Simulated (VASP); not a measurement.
Ir:

```
CELL_PARAMETERS angstrom
0.00000 2.07380 1.52279
2.07380 0.00000 1.52279
2.07380 2.07380 0.00000
ATOMIC_POSITIONS crystal
Ir 0.00000 0.00000 0.00000
```

This cell differs from its parent crystal: volume 13.098 Å^3 an atom, c/a of the conventional cell 0.7343.

Base run:

| Property | Result |
| --- | --- |
| Program | VASP 6.6.1 |
| Functional | LDA |
| Potentials or basis | VASP PAW LDA potentials, release 64 (Ir_sv_GW) |
| Cutoff | 500 eV |
| k mesh | 22 × 22 × 22 |
| Occupations | gaussian, width 0.15 eV |
| Spin | no spin polarisation |

Its results: pressure 37.7 GPa.

Q: The run is repeated on the same cell with these changes: potentials or basis from VASP PAW LDA potentials, release 64 (Ir_sv_GW) to VASP PAW LDA potentials, release 64 (Ir); cutoff from 500 eV to 520 eV; further incar settings from ALGO = Normal; EDIFF = 1e-06; NBANDS = 14 to ALGO = Normal; EDIFF = 1e-06; NBANDS = 10; valence electrons from 17 to 9. What comes out?

A: Pressure 42.9 GPa.
